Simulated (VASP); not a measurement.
Crystal: In3SbAs2.

```
As Sb In
1.0
     4.31856    0.00000    0.00000
    -2.15928    3.73998    0.00000
     0.00000    0.00000   10.57827
As Sb In
2 1 3
Direct
  0.00000 0.00000 0.00000
  0.33333 0.66667 0.33333
  0.66667 0.33333 0.66667
  0.33333 0.66667 0.08333
  0.66667 0.33333 0.41667
  0.00000 0.00000 0.75000
```

- Program: VASP 6.6.1
- Task: relaxation of cell and atoms
- Functional: PBE
- Potentials or basis: VASP PAW PBE potentials, release 64 (As, Sb, In_d)
- Cutoff: 600 eV
- k mesh: 6 × 6 × 2
- Occupations: fermi-dirac, width 0.02 eV
- Spin: no spin polarisation

At the start: pressure 7.0 GPa; volume 28.48 Å³/atom.

Q: How do energy, volume and symmetry change on relaxing?

A: Over 16 steps the energy falls by 93.7 meV/atom and the volume is 31.89 Å³/atom (+12.0 %); space group P3m1 (No. 156, to 0.1 Å) before and after.

Step by step:
```
step  energy change (eV)  largest force (eV/Å)  pressure (GPa)  volume (Å³)
   1              0.0000                1.2649            7.00       170.85
   2             -0.4280                0.3921           -2.20       203.49
   3             -0.4930                0.5866           -0.31       193.55
   4             -0.5215                0.3839           -0.17       192.68
   5             -0.5474                0.4416            0.22       190.65
   6             -0.5594                0.1389           -0.06       191.63
   7             -0.5595                0.1387           -0.08       191.72
   8             -0.5619                0.0241            0.03       191.21
   9             -0.5619                0.0253            0.02       191.24
  10             -0.5620                0.0160           -0.01       191.36
  11             -0.5620                0.0143           -0.01       191.34
  12             -0.5620                0.0092            0.00       191.31
  13             -0.5620                0.0077            0.00       191.29
  14             -0.5620                0.0090            0.01       191.25
  15             -0.5620                0.0067            0.01       191.28
  16             -0.5620                0.0028            0.00       191.35
```

Final structure:
```
As Sb In
1.0
     4.48414    0.00000    0.00000
    -2.24207    3.88338    0.00000
     0.00000    0.00000   10.98833
As Sb In
2 1 3
Cartesian
  -2.2421 3.8834 0.0742
  0.0000 2.5889 3.5979
  2.2421 1.2945 7.3083
  0.0000 2.5889 0.9120
  2.2421 1.2945 4.4407
  0.0000 0.0000 8.3906
```
